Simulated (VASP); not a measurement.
Here is a VASP 6.6.1 calculation.

INCAR

```
SYSTEM = SiO2
PREC = Accurate ; ENCUT = 520
EDIFF = 1E-6 ; ISMEAR = 0
SIGMA = 0.1 ; LREAL = .FALSE.
LASPH = .TRUE. ; NELM = 60
ALGO = Normal ; ISIF = 2
LWAVE = .FALSE. ; LCHARG = .TRUE.
GGA = CA ; LELF = .TRUE.
LVHAR = .TRUE. ; NBANDS = 25
```

Contents of KPOINTS:

```
regular mesh
0
G
  6 6 6
  0 0 0
```

Contents of POSCAR:

```
SiO2
1.0
   -2.3740500000      2.3740500000      3.7440000000
    2.3740500000     -2.3740500000      3.7440000000
    2.3740500000      2.3740500000     -3.7440000000
Si O
2 4
Direct
    0.0000000000      0.0000000000      0.0000000000
    0.7500000000      0.2500000000      0.5000000000
    0.9983800000      0.6250000000      0.8733800000
    0.3750000000      0.2483800000      0.3733800000
    0.7516200000      0.1250000000      0.1266200000
    0.8750000000      0.0016200000      0.6266200000
```

Potentials or basis: VASP PAW LDA potentials, release 64 (Si, O).

The run is started by

```bash
$ cat potpaw_LDA.64/Si/POTCAR potpaw_LDA.64/O/POTCAR > POTCAR
$ mpirun -np 1 vasp_std > vasp.out
```

(1) What does it give for the band gap on the k mesh?

(2) What does it give for the pressure?

(3) Predict the largest force.

## Answers

(1) 5.82 eV, direct.

(2) -2.3 GPa.

(3) 0.252 eV/Å.
